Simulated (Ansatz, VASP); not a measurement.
Two plane-wave programs on KMgF3

INCAR

```
SYSTEM = KMgF3
ALGO = Normal
EDIFF = 1E-7
ENCUT = 520
GGA = PS
ISIF = 2
ISMEAR = 0
LASPH = .True.
LCHARG = .False.
LREAL = .False.
LWAVE = .False.
NBANDS = 24
NELM = 100
PREC = Accurate
SIGMA = 0.05
```

File KPOINTS:

```
k-points
0
Gamma
  6 6 6
  0 0 0
```

Contents of POSCAR:

```
KMgF3
1.0
    3.9859000000     -0.0199295000      0.0000000000
   -0.0199295000      3.9859000000      0.0000000000
    0.0000000000      0.0000000000      3.9859000000
K Mg F
1 1 3
Direct
    0.5000000000      0.5000000000      0.5000000000
    0.0000000000      0.0000000000      0.0000000000
    0.5000000000      0.0000000000      0.0000000000
    0.0000000000      0.5000000000      0.0000000000
    0.0000000000      0.0000000000      0.5000000000
```

Input for Ansatz:

```yaml
crystal:
  lattice:
    - [3.9859, -0.0199295, 0.0]
    - [-0.0199295, 3.9859, 0.0]
    - [0.0, 0.0, 3.9859]
  atoms:
    - { symbol: K, position: [0.5, 0.5, 0.5] }
    - { symbol: Mg, position: [0.0, 0.0, 0.0] }
    - { symbol: F, position: [0.5, 0.0, 0.0] }
    - { symbol: F, position: [0.0, 0.5, 0.0] }
    - { symbol: F, position: [0.0, 0.0, 0.5] }
basis:
  ecutwfc: 420
kpoints:
  mp_grid: { grid: [6, 6, 6] }
hamiltonian:
  xc: pbesol
scf:
  occupations: { method: gaussian, width: 0.05 }
output:
  forces: true
  stress: true
  eigenvalues: true
```

Change from the starting cell: strain -0.0100 x Voigt [0, 0, 0, 0, 0, 1], atoms carried along.

Alike in both runs: task single point; functional PBEsol; k mesh 6 × 6 × 6; occupations gaussian, width 0.05 eV; no spin polarisation.

|  | VASP | Ansatz |
| --- | --- | --- |
| version | VASP 6.6.1 | Ansatz 0.2.0 |
| potentials or method | VASP PAW PBE potentials, release 64 (K_sv, Mg, F), cutoff 520 eV | scalar-relativistic, plane waves, PAW |
| valence electrons in the cell | 32 | 40 |

VASP gave:

- gap on the k mesh at the Fermi level (eV): 7.12
- least direct gap on the mesh (eV): 7.43
- pressure (GPa): -0.1
- traceless stress, the component that is largest in VASP (GPa): 0.46

What did Ansatz give for the same quantities?

gap on the k mesh at the Fermi level (eV): 7.14; least direct gap on the mesh (eV): 7.45; pressure (GPa): 0.3; traceless stress, the component that is largest in VASP (GPa): 0.46.

VASP's potentials were made for PBE, not for PBEsol. VASP's potentials hold 32 valence electrons a cell and Ansatz's 40, so a difference there can come from the potentials and not from the codes.
